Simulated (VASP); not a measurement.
Here is a VASP 6.6.1 calculation.

INCAR

```
  PREC = Accurate
  ENCUT = 520
  EDIFF = 1E-7
  ISMEAR = 0
  SIGMA = 0.1
  LREAL = False
  LASPH = True
  NELM = 80
  ALGO = Normal
  ISIF = 2
  LWAVE = False
  LCHARG = False
  GGA = PE
  NBANDS = 12
```

The input KPOINTS:

```
Automatic mesh
0
Gamma
  22 22 22
```

The input POSCAR:

```
Ga
1.0
    0.0000000000      2.1152121892      2.1152121892
    2.1152121892      0.0000000000      2.1152121892
    2.1152121892      2.1152121892      0.0000000000
Ga
1
Direct
    0.0000000000      0.0000000000      0.0000000000
```

Potentials or basis: VASP PAW PBE potentials, release 64 (Ga_d).

Launch:

```bash
$ cat potpaw_PBE.64/Ga_d/POTCAR > POTCAR
$ mpirun -np 1 vasp_std > vasp.out
```

(1) Predict the pressure.

Answers

(1) 0.1 GPa.
